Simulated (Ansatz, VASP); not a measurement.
**Two plane-wave programs on AlN**

```xyz
4
Lattice="3.2024 0.0000 0.0000 -1.6012 2.7734 0.0000 0.0000 0.0000 4.0572" Properties=species:S:1:pos:R:3 pbc="T T T"
Al    0.0000    1.8489    3.0429
Al    1.6012    0.9245    1.0143
N     0.0000    1.8489    1.0143
N     1.6012    0.9245    3.0429
```

Alike in both runs: task single point; functional PBEsol; k mesh 9 × 9 × 6; occupations gaussian, width 0.05 eV; no spin polarisation.

|  | VASP | Ansatz |
| --- | --- | --- |
| version | VASP 6.6.1 | Ansatz 0.2.0 |
| potentials or method | VASP PAW PBE potentials, release 64 (Al, N), cutoff 520 eV | scalar-relativistic, plane waves, PAW |
| valence electrons in the cell | 16 | 16 |

|  | VASP | Ansatz | Ansatz less VASP |
| --- | --- | --- | --- |
| gap on the k mesh at the Fermi level (eV) | 3.91 | 3.90 | -0.017 |
| least direct gap on the mesh (eV) | 3.91 | 3.90 | -0.017 |
| pressure (GPa) | 21.0 | 20.8 | -0.14 |
| traceless stress, the component that is largest in VASP (GPa) | -4.46 | -4.41 | +0.054 |

VASP's potentials were made for PBE, not for PBEsol, and Ansatz warns of the same on its side.
